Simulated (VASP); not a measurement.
# BeS (Fm-3m) in VASP: settings compared

Aim: see how the results for BeS move with the level of theory and the settings. Levels: PBE, LDA. Tasks: single point.

All numbers are computed with VASP 6.6.1; they aren't measurements. Logs are shortened: lines on timing, memory, paths and dates and some standing lists are left out, and cuts for length are marked.

### 1 The cell of the first run

It takes space group Fm-3m (No. 225, cubic). Conventional cell: a = 4.635 Å, b = 4.635 Å, c = 4.635 Å, α = 90.00°, β = 90.00°, γ = 90.00°. Be (site symmetry m-3m) has 6 S at 2.32 Å within 3.1 Å. Within 3.1 Å of S (site symmetry m-3m) lie 6 Be at 2.32 Å.

### 2 Single point, PBE

Contents of INCAR:

```
  PREC = Accurate
  ENCUT = 520
  EDIFF = 1E-6
  ISMEAR = 0
  SIGMA = 0.01
  LREAL = False
  LASPH = True
  NELM = 60
  ALGO = Normal
  ISIF = 2
  LWAVE = False
  LCHARG = False
  GGA = PE
  NBANDS = 11
```

Contents of KPOINTS:

```
regular mesh
0
Gamma
  6 6 6
```

Contents of POSCAR:

```
BeS
1.0
    0.0000000000      2.3172972025      2.3172972025
    2.3172972025      0.0000000000      2.3172972025
    2.3172972025      2.3172972025      0.0000000000
Be S
1 1
Direct
    0.0000000000      0.0000000000      0.0000000000
    0.5000000000      0.5000000000      0.5000000000
```

Potentials or basis: VASP PAW PBE potentials, release 64 (Be, S).

Started as:

```console
$ cat potpaw_PBE.64/Be/POTCAR potpaw_PBE.64/S/POTCAR > POTCAR
$ mpirun -np 1 vasp_std > vasp.out
```

OUTCAR:

```text
PREC = Accurate
   ENCUT = 520
   EDIFF = 1E-6
   ISMEAR = 0
   LREAL = False
   LASPH = True
   NELM = 60
   ISIF = 2
   GGA = PE

 ion  position               nearest neighbor table
   1  0.000  0.000  0.000-   2 2.32   2 2.32   2 2.32   2 2.32   2 2.32   2 2.32
   2  0.500  0.500  0.500-   1 2.32   1 2.32   1 2.32   1 2.32   1 2.32   1 2.32

  LATTYP: Found a face centered cubic cell.
 ALAT       =     4.6345944050

  Lattice vectors:

 A1 = (   0.0000000000,   2.3172972025,   2.3172972025)
 A2 = (   2.3172972025,   0.0000000000,   2.3172972025)
 A3 = (   2.3172972025,   2.3172972025,   0.0000000000)

Analysis of symmetry for initial positions (statically):
=====================================================================
 Subroutine PRICEL returns:
 Original cell was already a primitive cell.

 Routine SETGRP: Setting up the symmetry group for a
 face centered cubic supercell.

 Subroutine GETGRP returns: Found 48 space group operations
 (whereof 48 operations were pure point group operations)
 out of a pool of 48 trial point group operations.

The static configuration has the point symmetry O_h .

Analysis of symmetry for dynamics (positions and initial velocities):
=====================================================================
 Subroutine PRICEL returns:
 Original cell was already a primitive cell.

 Routine SETGRP: Setting up the symmetry group for a
 face centered cubic supercell.

 Subroutine GETGRP returns: Found 48 space group operations
 (whereof 48 operations were pure point group operations)
 out of a pool of 48 trial point group operations.

The dynamic configuration has the point symmetry O_h .

 Subroutine INISYM returns: Found 48 space group operations
 (whereof 48 operations are pure point group operations),
 and found     1 'primitive' translations

----------------------------------------------------------------------------------------

                                     Primitive cell

  volume of cell :      24.8872

  direct lattice vectors                    reciprocal lattice vectors
     0.000000000  2.317297202  2.317297202    -0.215768612  0.215768612  0.215768612
     2.317297202  0.000000000  2.317297202     0.215768612 -0.215768612  0.215768612
     2.317297202  2.317297202  0.000000000     0.215768612  0.215768612 -0.215768612

  length of vectors
     3.277153132  3.277153132  3.277153132     0.373722198  0.373722198  0.373722198

  position of ions in fractional coordinates (direct lattice)
     0.000000000  0.000000000  0.000000000
     0.500000000  0.500000000  0.500000000

  ion indices of the primitive-cell ions
   primitive index   ion index
                 1           1
                 2           2

----------------------------------------------------------------------------------------

 KPOINTS: regular mesh

Automatic generation of k-mesh.
 Grid dimensions read from file:
 generate k-points for:    6    6    6

 Generating k-lattice:

  Cartesian coordinates                     Fractional coordinates (reciprocal lattice)
    -0.035961435  0.035961435  0.035961435     0.166666667  0.000000000  0.000000000
     0.035961435 -0.035961435  0.035961435     0.000000000  0.166666667  0.000000000
     0.035961435  0.035961435 -0.035961435     0.000000000  0.000000000  0.166666667

  Length of vectors
     0.062287033  0.062287033  0.062287033

  Shift w.r.t. Gamma in fractional coordinates (k-lattice)
     0.000000000  0.000000000  0.000000000

 Subroutine IBZKPT returns following result:
 ===========================================

 Found     16 irreducible k-points:

 Following reciprocal coordinates:
            Coordinates               Weight
  0.000000  0.000000  0.000000      1.000000
  0.166667  0.000000  0.000000      8.000000
  0.333333  0.000000  0.000000      8.000000
  0.500000  0.000000  0.000000      4.000000
  0.166667  0.166667  0.000000      6.000000
  0.333333  0.166667  0.000000     24.000000
[... 8 lines left out ...]
 -0.333333  0.333333  0.166667     24.000000
 -0.333333  0.500000  0.166667     12.000000
   k-points           NKPTS =     16   k-points in BZ     NKDIM =     16   number of bands    NBANDS=     11
   number of dos      NEDOS =    301   number of ions     NIONS =      2
   total plane-waves  NPLWV =  13824
   dimension x,y,z NGX =    24 NGY =   24 NGZ =   24
   dimension x,y,z NGXF=    48 NGYF=   48 NGZF=   48
   ions per type =               1   1
   NGX,Y,Z   is equivalent  to a cutoff of  12.17, 12.17, 12.17 a.u.
   NGXF,Y,Z  is equivalent  to a cutoff of  24.35, 24.35, 24.35 a.u.
 SYSTEM =  unknown system
   PREC   = accura    normal or accurate (medium, high low for compatibility)
   ISTART =      0    job   : 0-new  1-cont  2-samecut
   ICHARG =      2    charge: 1-file 2-atom 10-const
   ISPIN  =      1    spin polarized calculation?
   LNONCOLLINEAR =      F non collinear calculations
   LSORBIT =      F    spin-orbit coupling
   LASPH  =      T    aspherical Exc in radial PAW
   ENCUT  =  520.0 eV  38.22 Ry    6.18 a.u.   6.09  6.09  6.09*2*pi/ulx,y,z
   NELM   =     60;   NELMIN=  2; NELMDL= -5     # of ELM steps
   EDIFF  = 0.1E-05   stopping-criterion for ELM
   LREAL  =      F    real-space projection
   EDIFFG = 0.1E-04   stopping-criterion for IOM
   NSW    =      0    number of steps for IOM
   IBRION =     -1    ionic relax: 0-MD 1-quasi-New 2-CG
   NFREE  =      0    steps in history (QN), initial steepest desc. (CG)
   ISIF   =      2    stress and relaxation
   ISYM   =      2    0-nonsym 1-usesym 2-fastsym
   POTIM  = 0.5000    time-step for ionic-motion
   TEBEG  =    0.0;   TEEND  =   0.0 temperature during run
   PSTRESS=    0.0 pullay stress
   NELECT =       8.0000    total number of electrons
   NUPDOWN=      -1.0000    fix difference up-down
   EMIN   =  10.00;   EMAX   =-10.00  energy-range for DOS
   EFERMI =   0.00;   METHOD = LEGACY
   ISMEAR =     0;   SIGMA  =   0.01  broadening in eV -4-tet -1-fermi 0-gaus
   EFERMI_NEDOS =   21; number of points for ismear=-14 and -15
   IALGO  =     38    algorithm
   IMIX   =      4    mixing-type and parameters
     AMIX     =   0.40;   BMIX     =  1.00
     AMIX_MAG =   1.60;   BMIX_MAG =  1.00
  volume/ion in A,a.u.               =      12.44        83.97
  Fermi-wavevector in a.u.,A,eV,Ry     =   1.121450  2.119232 17.111356  1.257649
  Thomas-Fermi vector in A             =   2.258103
   LORBIT       =      0    0 simple, 1 ext, 2 COOP (PROOUT), +10 PAW based schemes
   GGA     = PE    functional components
   LHFCALC =     F    Hartree Fock is set to
   AEXX    =    0.0000 exact exchange contribution
   IVDW    =     0    specifies the selected vdW correction
   LEPSILON=     F    determine dielectric tensor
   LRPA    =     F    only Hartree local field effects (RPA)
 non-spin polarized calculation
 Gauss-broadening in eV      SIGMA  =   0.01
  energy-cutoff  :      520.00
  volume of cell :       24.89
 maximum number of plane-waves:       692
   NGX = 13   NGY = 13   NGZ = 13

 number of electron       7.9999998 magnetization

 Free energy of the ion-electron system (eV)
  ---------------------------------------------------
  ext. energy  EPLUGINS =         0.00000000
  ---------------------------------------------------
  free energy    TOTEN  =        -8.87880637 eV

  energy without entropy =       -8.87880637  energy(sigma->0) =       -8.87880637

 E-fermi :   6.6844     XC(G=0): -10.6055

 val. band max:        6.5928711487   @ k =  -0.1667   0.1667   0.0000
 cond. band min:       7.5734210992   @ k =   0.5000   0.5000   0.0000
 fundamental gap:      0.9805499506
 Fermi energy:         6.6843839965

 k-point     1 :       0.0000    0.0000    0.0000
  band No.  band energies     occupation
      1      -8.4870      2.00000
      2       6.3019      2.00000
      3       6.3019      2.00000
      4       6.3019      2.00000
      5      11.8832      0.00000
      6      15.4300      0.00000
      7      15.4300      0.00000
      8      15.4300      0.00000
      9      16.1773      0.00000
     10      16.1773      0.00000
     11      16.1773      0.00000

 k-point     2 :       0.1667    0.0000    0.0000
  band No.  band energies     occupation
      1      -8.0830      2.00000
      2       4.1661      2.00000
      3       6.2013      2.00000
      4       6.2013      2.00000
      5      12.2631      0.00000
      6      13.6273      0.00000
      7      13.6273      0.00000
      8      15.2976      0.00000
      9      16.6050      0.00000
     10      16.6050      0.00000
     11      16.9373      0.00000

 k-point     3 :       0.3333    0.0000    0.0000
  band No.  band energies     occupation
      1      -7.0252      2.00000
      2       0.9834      2.00000
      3       6.0957      2.00000
      4       6.0958      2.00000
      5      11.1994      0.00000
      6      11.3788      0.00000
      7      11.3788      0.00000
      8      16.6191      0.00000
      9      18.9523      0.00000
     10      19.3889      0.00000
     11      19.3889      0.00000

 k-point     4 :       0.5000    0.0000    0.0000
  band No.  band energies     occupation
      1      -6.2301      2.00000
      2      -0.6102      2.00000
      3       6.0938      2.00000
      4       6.0938      2.00000
      5      10.5348      0.00000
      6      10.5348      0.00000
      7      10.7285      0.00000
      8      16.7778      0.00000
      9      22.1134      0.00000
     10      22.1134      0.00000
     11      22.3839      0.00000
[... 127 lines left out ...]
 k-point    14 :       0.5000    0.3333    0.1667
  band No.  band energies     occupation
      1      -6.1422      2.00000
      2       1.2326      2.00000
      3       2.6928      2.00000
      4       4.4275      2.00000
      5      10.1658      0.00000
      6      12.7653      0.00000
      7      14.0555      0.00000
      8      16.8984      0.00000
      9      17.9308      0.00000
     10      22.2906      0.00000
     11      22.3279      0.00000

 k-point    15 :      -0.3333    0.3333    0.1667
  band No.  band energies     occupation
      1      -5.4854      2.00000
      2       0.4194      2.00000
      3       2.1205      2.00000
      4       3.7754      2.00000
      5      11.1372      0.00000
      6      11.5982      0.00000
      7      15.7521      0.00000
      8      16.8647      0.00000
      9      19.1036      0.00000
     10      19.3168      0.00000
     11      23.8071      0.00000

 k-point    16 :      -0.3333    0.5000    0.1667
  band No.  band energies     occupation
      1      -5.1636      2.00000
      2       0.4491      2.00000
      3       2.1096      2.00000
      4       2.8164      2.00000
      5       9.7275      0.00000
      6      13.5256      0.00000
      7      14.2376      0.00000
      8      18.2017      0.00000
      9      18.9942      0.00000
     10      21.2076      0.00000
     11      24.7168      0.00000

------------------------ aborting loop because EDIFF is reached ----------------------------------------

  FORCE on cell =-STRESS in cart. coord.  units (eV):
  Direction    XX          YY          ZZ          XY          YZ          ZX
  --------------------------------------------------------------------------------------
  -------------------------------------------------------------------------------------
  Total       -0.0360096     -0.0360096     -0.0360096     -0.0000000     -0.0000000     -0.0000000
  in kB       -2.3182130     -2.3182130     -2.3182130     -0.0000000     -0.0000000     -0.0000000
  external PRESSURE =      -2.3182130 kB  Pullay stress =       0.0000000 kB

 VOLUME and BASIS-vectors are now :
 -----------------------------------------------------------------------------
  energy-cutoff  :      520.00
  volume of cell :       24.89
      direct lattice vectors                 reciprocal lattice vectors
     0.000000000  2.317297202  2.317297202    -0.215768612  0.215768612  0.215768612
     2.317297202  0.000000000  2.317297202     0.215768612 -0.215768612  0.215768612
     2.317297202  2.317297202  0.000000000     0.215768612  0.215768612 -0.215768612

 POSITION                                       TOTAL-FORCE (eV/Angst)
 -----------------------------------------------------------------------------------
      0.00000      0.00000      0.00000         0.000000     -0.000000     -0.000000
      2.31730      2.31730      2.31730        -0.000000      0.000000      0.000000
 -----------------------------------------------------------------------------------
    total drift:                               -0.000000     -0.000000      0.000000

  FREE ENERGIE OF THE ION-ELECTRON SYSTEM (eV)
  ---------------------------------------------------
  free  energy   TOTEN  =        -8.8788063710 eV

  energy  without entropy=       -8.8788063710  energy(sigma->0) =       -8.87880637
```

It took 4.8 s on 1 thread of AMD EPYC 7R43 (Zen 3), shared host; peak memory 0.09 GiB.

What came out:

```
Free energy            : -8.8788 eV
Pressure               : -0.2 GPa
Band gap on the k mesh : 0.98 eV, indirect (least direct gap 4.14 eV)
```

A k mesh can miss the band edges. As with any semilocal functional, this PBE gap is likely too small.

(Continued in part 2 of 2.)
